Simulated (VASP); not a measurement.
# In2SbSe3 (R-3m) in VASP: a series of runs

In2SbSe3 is run at these levels: PBE; tasks: single point, relaxation of cell and atoms.

Program: VASP 6.6.1. These are calculated values, not measurements. Logs are shortened: lines on timing, memory, paths and dates and some standing lists are left out, and cuts for length are marked.

**1. The cell of the first run**

Symmetry: R-3m, No. 166, trigonal system. Conventional cell: a = 6.356 Å, b = 6.356 Å, c = 13.437 Å, α = 90.00°, β = 90.00°, γ = 120.00°. Within 4.3 Å of In (site symmetry 3m) lie 9 Se at 3.30 to 3.62 Å and 4 In at 3.46 to 3.81 Å and 3 Sb at 3.70 Å. Sb (site symmetry -3m) has 6 Se at 2.90 Å and 6 In at 3.70 Å within 3.8 Å. Within 3.8 Å of Se (site symmetry 2/m) lie 2 Sb at 2.90 Å and 4 Se at 3.18 Å and 6 In at 3.30 to 3.62 Å.

The cell was generated, and may not be a known phase.

**2. Single point, PBE**

The input, INCAR:

```
SYSTEM = In2SbSe3
PREC = Accurate
ENCUT = 520
EDIFF = 1E-6
ISMEAR = 0
SIGMA = 0.1
LREAL = .FALSE.
LASPH = .TRUE.
NELM = 100
ALGO = Normal
ISIF = 2
LWAVE = .FALSE.
LCHARG = .FALSE.
GGA = PE
NBANDS = 34
```

The input, KPOINTS:

```
regular mesh
0
G
  3 3 3
  0 0 0
```

The input, POSCAR:

```
In2SbSe3
1.0
    3.1781714600      1.8349181500      4.4788978000
   -3.1781714600      1.8349181500      4.4788978000
    0.0000000000     -3.6698362900      4.4788978000
In Sb Se
2 1 3
Direct
    0.8712233300      0.8712233300      0.8712233300
    0.1287766700      0.1287766700      0.1287766700
    0.5000000000      0.5000000000      0.5000000000
    0.5000000000      0.0000000000      0.5000000000
    0.5000000000      0.5000000000      0.0000000000
    0.0000000000      0.5000000000      0.5000000000
```

Potentials or basis: VASP PAW PBE potentials, release 64 (In_d, Sb, Se).

Run with:

```bash
> cat potpaw_PBE.64/In_d/POTCAR potpaw_PBE.64/Sb/POTCAR potpaw_PBE.64/Se/POTCAR > POTCAR
> mpirun -np 1 vasp_std > vasp.out
```

OUTCAR:

```text
SYSTEM = In2SbSe3
   PREC = Accurate
   ENCUT = 520
   EDIFF = 1E-6
   ISMEAR = 0
   LREAL = .FALSE.
   LASPH = .TRUE.
   NELM = 100
   ISIF = 2
   GGA = PE

 ion  position               nearest neighbor table
   1  0.871  0.871  0.871-   4 3.30   6 3.30   5 3.30   2 3.46   3 3.70   3 3.70   3 3.70   2 3.81
                             2 3.81   2 3.81
   2  0.129  0.129  0.129-   4 3.30   6 3.30   5 3.30   1 3.46   3 3.70   3 3.70   3 3.70   1 3.81
                             1 3.81   1 3.81
   3  0.500  0.500  0.500-   5 2.90   5 2.90   6 2.90   4 2.90   4 2.90   6 2.90   1 3.70   2 3.70
                             1 3.70   2 3.70   1 3.70   2 3.70
   4  0.500  0.000  0.500-   3 2.90   3 2.90   1 3.30   2 3.30
   5  0.500  0.500  0.000-   3 2.90   3 2.90   1 3.30   2 3.30
   6  0.000  0.500  0.500-   3 2.90   3 2.90   1 3.30   2 3.30

  LATTYP: Found a trigonal (rhomboedric) cell.
 ALAT       =     5.7903561159
 COS(alpha) =     0.3974763564

  Lattice vectors:

 A1 = (   3.1781714600,   1.8349181500,   4.4788978000)
 A2 = (  -3.1781714600,   1.8349181500,   4.4788978000)
 A3 = (   0.0000000000,  -3.6698362900,   4.4788978000)

Analysis of symmetry for initial positions (statically):
=====================================================================
 Subroutine PRICEL returns:
 Original cell was already a primitive cell.

 Routine SETGRP: Setting up the symmetry group for a
 trigonal (rhombohedral) supercell.

 Subroutine GETGRP returns: Found 12 space group operations
 (whereof 12 operations were pure point group operations)
 out of a pool of 12 trial point group operations.

The static configuration has the point symmetry D_3d.

Analysis of symmetry for dynamics (positions and initial velocities):
=====================================================================
 Subroutine PRICEL returns:
 Original cell was already a primitive cell.

 Routine SETGRP: Setting up the symmetry group for a
 trigonal (rhombohedral) supercell.

 Subroutine GETGRP returns: Found 12 space group operations
 (whereof 12 operations were pure point group operations)
 out of a pool of 12 trial point group operations.

The dynamic configuration has the point symmetry D_3d.

 Subroutine INISYM returns: Found 12 space group operations
 (whereof 12 operations are pure point group operations),
 and found     1 'primitive' translations

----------------------------------------------------------------------------------------

                                     Primitive cell

  volume of cell :     156.7171

[... 83 lines left out ...]
   ISIF   =      2    stress and relaxation
   ISYM   =      2    0-nonsym 1-usesym 2-fastsym
   POTIM  = 0.5000    time-step for ionic-motion
   TEBEG  =    0.0;   TEEND  =   0.0 temperature during run
   PSTRESS=    0.0 pullay stress
   NELECT =      49.0000    total number of electrons
   NUPDOWN=      -1.0000    fix difference up-down
   EMIN   =  10.00;   EMAX   =-10.00  energy-range for DOS
   EFERMI =   0.00;   METHOD = LEGACY
   ISMEAR =     0;   SIGMA  =   0.10  broadening in eV -4-tet -1-fermi 0-gaus
   EFERMI_NEDOS =   21; number of points for ismear=-14 and -15
   IALGO  =     38    algorithm
   IMIX   =      4    mixing-type and parameters
     AMIX     =   0.40;   BMIX     =  1.00
     AMIX_MAG =   1.60;   BMIX_MAG =  1.00
  volume/ion in A,a.u.               =      26.12       176.26
  Fermi-wavevector in a.u.,A,eV,Ry     =   1.111138  2.099747 16.798133  1.234628
  Thomas-Fermi vector in A             =   2.247698
   LORBIT       =      0    0 simple, 1 ext, 2 COOP (PROOUT), +10 PAW based schemes
   GGA     = PE    functional components
   LHFCALC =     F    Hartree Fock is set to
   AEXX    =    0.0000 exact exchange contribution
   IVDW    =     0    specifies the selected vdW correction
   LEPSILON=     F    determine dielectric tensor
   LRPA    =     F    only Hartree local field effects (RPA)
 non-spin polarized calculation
 Gauss-broadening in eV      SIGMA  =   0.10
  energy-cutoff  :      520.00
  volume of cell :      156.72
 maximum number of plane-waves:      4246
 NGX is ok and might be reduce to    48
   NGX = 21   NGY = 21   NGZ = 21

 number of electron      48.9999991 magnetization

 Free energy of the ion-electron system (eV)
  ---------------------------------------------------
  ext. energy  EPLUGINS =         0.00000000
  ---------------------------------------------------
  free energy    TOTEN  =       -19.00264428 eV

  energy without entropy =      -18.97193028  energy(sigma->0) =      -18.98728728

 E-fermi :   5.9728     XC(G=0):  -9.7815

 val. band max:        5.9415737842   @ k =  -0.3333   0.3333   0.3333
 cond. band min:       5.9936543295   @ k =   0.3333   0.3333   0.3333
 fundamental gap:      0.0520805453
 Fermi energy:         5.9727616619

 k-point     1 :       0.0000    0.0000    0.0000
  band No.  band energies     occupation
      1      -8.8447      2.00000
      2      -8.6828      2.00000
      3      -8.6628      2.00000
      4      -8.6628      2.00000
      5      -8.6616      2.00000
      6      -8.6616      2.00000
[... 211 lines left out ...]
     33      10.0641      0.00000
     34      11.0535      0.00000

------------------------ aborting loop because EDIFF is reached ----------------------------------------

  FORCE on cell =-STRESS in cart. coord.  units (eV):
  Direction    XX          YY          ZZ          XY          YZ          ZX
  --------------------------------------------------------------------------------------
  -------------------------------------------------------------------------------------
  Total        2.4277470      2.4277470     -0.5491783      0.0000000     -0.0000000      0.0000000
  in kB       24.8197603     24.8197602     -5.6144543      0.0000000     -0.0000000      0.0000000
  external PRESSURE =      14.6750221 kB  Pullay stress =       0.0000000 kB

 VOLUME and BASIS-vectors are now :
 -----------------------------------------------------------------------------
  energy-cutoff  :      520.00
  volume of cell :      156.72
      direct lattice vectors                 reciprocal lattice vectors
     3.178171460  1.834918150  4.478897800     0.157323167  0.090830573  0.074423072
    -3.178171460  1.834918150  4.478897800    -0.157323167  0.090830573  0.074423072
     0.000000000 -3.669836290  4.478897800     0.000000000 -0.181661146  0.074423072

 POSITION                                       TOTAL-FORCE (eV/Angst)
 -----------------------------------------------------------------------------------
      0.00000      0.00000     11.70636         0.000000      0.000000      0.014704
      0.00000      0.00000      1.73033         0.000000     -0.000000     -0.014704
      0.00000      0.00000      6.71835         0.000000     -0.000000      0.000000
      1.58909     -0.91746      4.47890        -0.000000     -0.000000     -0.000000
      0.00000      1.83492      4.47890         0.000000     -0.000000      0.000000
     -1.58909     -0.91746      4.47890        -0.000000     -0.000000     -0.000000
 -----------------------------------------------------------------------------------
    total drift:                                0.000000      0.000000     -0.000000

  FREE ENERGIE OF THE ION-ELECTRON SYSTEM (eV)
  ---------------------------------------------------
  free  energy   TOTEN  =       -19.0026442795 eV

  energy  without entropy=      -18.9719302799  energy(sigma->0) =      -18.98728728
```

Wall time 32 s (1 thread of AMD EPYC 9R45 (Zen 5), shared host); peak memory 0.29 GiB.

What came out:

```yaml
Free_energy: -19.0026 eV
Pressure: 1.5 GPa
Largest_force: 0.015 eV/Å
Band_gap_on_the_k_mesh: zero (an odd number of electrons rules out a gap without spin polarisation)
```

Forces in eV/Å, atoms in the order of the input:
```
In   0.000  0.000  0.015
In   0.000  0.000 -0.015
Sb   0.000  0.000  0.000
Se   0.000  0.000  0.000
Se   0.000  0.000  0.000
Se   0.000  0.000  0.000
```

Levels at points of the mesh, in eV from the Fermi level:
| k point | band 20 | band 21 | band 22 | band 23 | band 24 | band 25 | band 26 | band 27 | band 28 | band 29 |
| --- | --- | --- | --- | --- | --- | --- | --- | --- | --- | --- |
| (0.00, 0.00, 0.00) | -3.37 | -3.37 | -2.20 | -0.08 | -0.08 | -0.08 | 0.18 | 0.21 | 0.21 | 2.80 |

Caveat: the k points lie up to 0.41 Å⁻¹ apart, too coarse for converged energies and pressures of a metal; spin-orbit coupling is left out, which moves the levels of the heavy elements.

**3. Single point, PBE**

This run uses another cell than the first one, of 29.54 Å³/atom.

Changes to INCAR since step 2:

```diff
@@ -8,3 +8,3 @@
 LASPH = .TRUE.
-NELM = 100
+NELM = 80
 ALGO = Normal
```

The input, KPOINTS:

```
Automatic mesh
0
G
  6 6 6
  0 0 0
```

The input, POSCAR:

```
In2SbSe3
1.0
    3.8675130454      2.2329096991      3.4204248026
   -3.8675130454      2.2329096991      3.4204248026
    0.0000000000     -4.4658193945      3.4204248051
In Sb Se
2 1 3
Direct
    0.8495259481      0.8495259481      0.8495259481
    0.1504740519      0.1504740519      0.1504740519
    0.5000000000      0.5000000000      0.5000000000
    0.5000000000      0.0000000000      0.5000000000
    0.5000000000      0.5000000000      0.0000000000
    0.0000000000      0.5000000000      0.5000000000
```

Potentials or basis: VASP PAW PBE potentials, release 64 (In_d, Sb, Se).

Run with:

```bash
> cat potpaw_PBE.64/In_d/POTCAR potpaw_PBE.64/Sb/POTCAR potpaw_PBE.64/Se/POTCAR > POTCAR
> mpirun -np 1 vasp_std > vasp.out
```

Run time: 2.2 min. Hardware: 1 thread of AMD EPYC 9R45 (Zen 5), shared host; peak memory 0.34 GiB.

It converged, with:

* Free energy: -20.9812 eV
* Pressure: 0.0 GPa
* Band gap on the k mesh: zero (an odd number of electrons rules out a gap without spin polarisation)

Levels at points of the mesh, in eV from the Fermi level:
| k point | band 22 | band 23 | band 24 | band 25 | band 26 | band 27 | band 28 | band 29 |
| --- | --- | --- | --- | --- | --- | --- | --- | --- |
| (0.00, 0.00, 0.00) | -1.27 | -1.27 | -0.96 | 1.10 | 1.36 | 1.95 | 1.95 | 4.22 |
| (0.50, 0.00, 0.00) | -1.59 | -1.23 | -1.10 | -0.47 | 1.22 | 2.54 | 2.63 | 3.19 |
| (0.50, 0.50, 0.00) | -1.71 | -0.77 | -0.65 | -0.01 | 0.42 | 0.53 | 2.64 | 2.97 |
| (0.50, 0.50, 0.50) | -0.89 | -0.35 | -0.24 | 0.00 | 0.00 | 0.91 | 1.55 | 1.98 |

Caveat: spin-orbit coupling is left out, which moves the levels of the heavy elements.

**4. Single point, PBE**

This run uses another cell than the first one, of 29.54 Å³/atom.

The input, INCAR:

```
ALGO = Normal
EDIFF = 1E-7
ENCUT = 520
GGA = PE
ISIF = 2
ISMEAR = 0
LASPH = T
LCHARG = F
LREAL = F
LWAVE = F
NBANDS = 34
NELM = 60
PREC = Accurate
SIGMA = 0.1
```

The input, KPOINTS:

```
k-points
0
Gamma
  6 6 6
```

POSCAR is that of step 3.

Run with:

```bash
> cat potpaw_PBE.64/In_d/POTCAR potpaw_PBE.64/Sb/POTCAR potpaw_PBE.64/Se/POTCAR > POTCAR
> mpirun -np 1 vasp_std > vasp.out
```

It took 2.1 min on 1 thread of AMD EPYC 9R45 (Zen 5), shared host; peak memory 0.33 GiB.

Results (log left out):

```
Free energy            : -20.9812 eV
Pressure               : 0.0 GPa
Band gap on the k mesh : zero (an odd number of electrons rules out a gap without spin polarisation)
```

Levels at points of the mesh, in eV from the Fermi level:
```
           k point  band 22  band 23  band 24  band 25  band 26  band 27  band 28  band 29
(0.00, 0.00, 0.00)    -1.27    -1.27    -0.96     1.10     1.36     1.95     1.95     4.22
(0.50, 0.00, 0.00)    -1.59    -1.23    -1.10    -0.47     1.22     2.54     2.63     3.19
(0.50, 0.50, 0.00)    -1.71    -0.77    -0.65    -0.01     0.42     0.53     2.64     2.97
(0.50, 0.50, 0.50)    -0.89    -0.35    -0.24     0.00     0.00     0.91     1.55     1.98
```

Caveat: spin-orbit coupling is left out, which moves the levels of the heavy elements.

**5. Relaxation of cell and atoms, PBE**

The input, INCAR:

```
ALGO = Normal
EDIFF = 1E-6
EDIFFG = -0.01
ENCUT = 600
GGA = PE
IBRION = 2
ISIF = 3
ISMEAR = 0
LASPH = T
LCHARG = F
LREAL = F
LWAVE = F
NELM = 80
NSW = 100
PREC = Accurate
SIGMA = 0.1
```

KPOINTS is that of step 4.

The input, POSCAR:

```
In2SbSe3
1.0
    3.1781714600      1.8349181500      4.4788978000
   -3.1781714600      1.8349181500      4.4788978000
    0.0000000000     -3.6698362900      4.4788978000
In Sb Se
2 1 3
Direct
    0.8712233300      0.8712233300      0.8712233300
    0.1287766700      0.1287766700      0.1287766700
    0.5000000000      0.5000000000      0.5000000000
    0.5000000000      0.0000000000      0.5000000000
    0.5000000000      0.5000000000      0.0000000000
    0.0000000000      0.5000000000      0.5000000000
```

Run with:

```bash
> cat potpaw_PBE.64/In_d/POTCAR potpaw_PBE.64/Sb/POTCAR potpaw_PBE.64/Se/POTCAR > POTCAR
> mpirun -np 1 vasp_std > vasp.out
```

It took 34 min on 1 thread of AMD EPYC 9R45 (Zen 5), shared host; peak memory 0.43 GiB.

The run converged. Its results:

```
Free energy                           : -20.9757 eV
Relaxed volume                        : 29.53 Å³/atom
Relaxed cell                          : a = 5.625 Å, b = 5.625 Å, c = 5.625 Å, α = 86.86°, β = 86.86°, γ = 86.86°
Space group after relaxing (to 0.1 Å) : R-3m (No. 166)
Energy gained by relaxing             : 328.2 meV/atom
Ionic steps                           : 25
Pressure after relaxing               : 0.0 GPa
Largest force after relaxing          : 0.006 eV/Å
Band gap on the k mesh                : zero (an odd number of electrons rules out a gap without spin polarisation)
```

Forces in eV/Å, atoms in the order of the input:
```
In   0.000  0.000 -0.006
In   0.000  0.000  0.006
Sb   0.000  0.000  0.000
Se   0.000  0.000  0.000
Se   0.000  0.000  0.000
Se   0.000  0.000  0.000
```

Step by step:
```csv
step,energy change (eV),largest force (eV/Å),pressure (GPa),volume (Å³)
1,0.0000,0.0961,2.15,156.72
2,-0.1154,0.0048,0.09,164.75
3,-0.1611,0.0779,-1.42,172.35
4,-0.2551,0.1340,-1.64,174.09
5,-0.5799,0.3611,-2.18,178.91
6,-1.0800,1.1253,-3.15,186.68
7,-0.2585,5.5658,-1.11,193.28
8,-1.1975,1.4533,-3.42,188.45
9,-1.2776,2.2502,-3.31,191.15
10,-1.2616,1.7342,-3.49,189.64
11,-1.4021,1.8996,-3.09,188.28
12,-1.4951,2.1237,-2.37,186.37
13,-1.5031,2.2192,-2.03,185.55
14,-1.6659,1.7675,-1.48,182.41
15,-1.9069,0.5556,0.90,173.20
16,-1.9104,0.3856,1.34,171.88
17,-1.9449,0.2700,0.69,174.27
18,-1.9634,0.1065,-0.62,179.65
19,-1.9656,0.1335,-0.35,178.38
20,-1.9656,0.1378,-0.30,178.23
21,-1.9680,0.0804,-0.15,177.63
22,-1.9689,0.0194,0.04,176.97
23,-1.9689,0.0136,0.05,176.92
24,-1.9690,0.0102,0.03,177.05
25,-1.9690,0.0061,0.00,177.18
```

Final structure:
```xyz
6
Lattice="3.8668 2.2325 3.4207 -3.8668 2.2325 3.4207 0.0000 -4.4650 3.4207" Properties=species:S:1:pos:R:3 pbc="T T T"
In    0.0000    0.0000    8.7190
In    0.0000    0.0000    1.5431
Sb    0.0000    0.0000    5.1310
Se   -1.9334    1.1163    6.8414
Se    0.0000   -2.2325    6.8414
Se    1.9334    1.1163    6.8414
```

Levels at points of the mesh, in eV from the Fermi level:
| k point | band 23 | band 24 | band 25 | band 26 | band 27 | band 28 |
| --- | --- | --- | --- | --- | --- | --- |
| (0.00, 0.00, 0.00) | -1.27 | -0.96 | 1.10 | 1.36 | 1.95 | 1.95 |
| (0.50, 0.00, 0.00) | -1.23 | -1.10 | -0.47 | 1.22 | 2.54 | 2.63 |
| (0.50, 0.50, 0.00) | -0.77 | -0.65 | -0.01 | 0.42 | 0.53 | 2.64 |
| (0.50, 0.50, 0.50) | -0.34 | -0.24 | 0.00 | 0.00 | 0.91 | 1.55 |

Caveat: spin-orbit coupling is left out, which moves the levels of the heavy elements.

**6. Relaxation of cell and atoms, PBE**

This run uses another cell than the first one, of 29.54 Å³/atom.

The input, INCAR:

```
SYSTEM = In2SbSe3
PREC     = Accurate       ! precision mode
ENCUT    = 600            ! plane-wave cutoff, eV
EDIFF    = 1E-7           ! SCF threshold, eV
ISMEAR   = 0              ! smearing method
SIGMA    = 0.1            ! smearing width, eV
LREAL    = .FALSE.        ! projectors in reciprocal space
LASPH    = .TRUE.         ! aspherical terms in the spheres
NELM     = 80             ! most SCF steps
ALGO     = Normal         ! electronic algorithm
ISIF     = 3              ! what is computed and relaxed
LWAVE    = .FALSE.        ! write WAVECAR
LCHARG   = .FALSE.        ! write CHGCAR
GGA      = PE             ! functional
IBRION   = 2              ! ionic algorithm
NSW      = 100            ! ionic steps
EDIFFG   = -0.01          ! ionic threshold
```

The input, KPOINTS:

```
Automatic mesh
0
G
  6 6 6
  0 0 0
```

The input, POSCAR:

```
In2SbSe3
1.0
    3.8675130454      2.2329096991      3.4204248026
   -3.8675130454      2.2329096991      3.4204248026
    0.0000000000     -4.4658193945      3.4204248051
In Sb Se
2 1 3
Direct
    0.8495259481      0.8495259481      0.8495259481
    0.1504740519      0.1504740519      0.1504740519
    0.5000000000      0.5000000000      0.5000000000
    0.5000000000      0.0000000000      0.5000000000
    0.5000000000      0.5000000000      0.0000000000
    0.0000000000      0.5000000000      0.5000000000
```

Potentials or basis: VASP PAW PBE potentials, release 64 (In_d, Sb, Se).

Run with:

```bash
> cat potpaw_PBE.64/In_d/POTCAR potpaw_PBE.64/Sb/POTCAR potpaw_PBE.64/Se/POTCAR > POTCAR
> mpirun -np 1 vasp_std > vasp.out
```

It took 2.5 min on 1 thread of AMD EPYC 9R45 (Zen 5), shared host; peak memory 0.43 GiB.

Results (log left out):

| Item | Value |
| --- | --- |
| Free energy | -20.9813 eV |
| Pressure after relaxing | 0.0 GPa |
| Band gap on the k mesh | zero (an odd number of electrons rules out a gap without spin polarisation) |

Final structure:
```yaml
crystal:
  lattice:
    - [3.86751, 2.23291, 3.42042]
    - [-3.86751, 2.23291, 3.42042]
    - [0.00000, -4.46582, 3.42042]
  atoms:
    - { symbol: In, position: [0.84953, 0.84953, 0.84953] }
    - { symbol: In, position: [0.15047, 0.15047, 0.15047] }
    - { symbol: Sb, position: [0.50000, 0.50000, 0.50000] }
    - { symbol: Se, position: [0.50000, 0.00000, 0.50000] }
    - { symbol: Se, position: [0.50000, 0.50000, 0.00000] }
    - { symbol: Se, position: [0.00000, 0.50000, 0.50000] }
```

Levels at points of the mesh, in eV from the Fermi level:
| k point | band 22 | band 23 | band 24 | band 25 | band 26 | band 27 | band 28 | band 29 |
| --- | --- | --- | --- | --- | --- | --- | --- | --- |
| (0.00, 0.00, 0.00) | -1.27 | -1.27 | -0.96 | 1.10 | 1.36 | 1.95 | 1.95 | 4.22 |
| (0.50, 0.00, 0.00) | -1.59 | -1.23 | -1.10 | -0.47 | 1.22 | 2.54 | 2.63 | 3.19 |
| (0.50, 0.50, 0.00) | -1.71 | -0.77 | -0.65 | -0.01 | 0.42 | 0.53 | 2.64 | 2.97 |
| (0.50, 0.50, 0.50) | -0.89 | -0.35 | -0.24 | 0.00 | 0.00 | 0.91 | 1.55 | 1.98 |

Caveat: spin-orbit coupling is left out, which moves the levels of the heavy elements.

**7. The runs side by side**

```tsv
task	cell	k mesh	cutoff (eV)	gap on the mesh (eV)	pressure (GPa)	relaxed volume (Å³/atom)	largest force (eV/Å)
single point	a = 5.790 Å, angles 66.6°, 6 atoms, atomic positions A	3 × 3 × 3	520	none	1.5	-	0.01
single point	a = 5.625 Å, angles 86.9°, 6 atoms, atomic positions B	6 × 6 × 6	520	none	0.0	-	-
relaxation of cell and atoms	relaxed from a = 5.790 Å, angles 66.6°, 6 atoms, atomic positions A	6 × 6 × 6	600	none	0.0	29.53	0.01
relaxation of cell and atoms	relaxed from a = 5.625 Å, angles 86.9°, 6 atoms, atomic positions B	6 × 6 × 6	600	none	0.0	29.54	-
```

Alike in all rows: level PBE; potentials or basis VASP PAW PBE potentials, release 64 (In_d, Sb, Se); no spin polarisation; smearing gaussian 0.1 eV.

Caveats: some runs use coarse meshes; spin-orbit coupling is left out, which moves the levels of the heavy elements.

Absolute energies hang on the potentials; compare differences alone.

The gap in the log of VASP goes by the Fermi energy; the results here count the filled bands.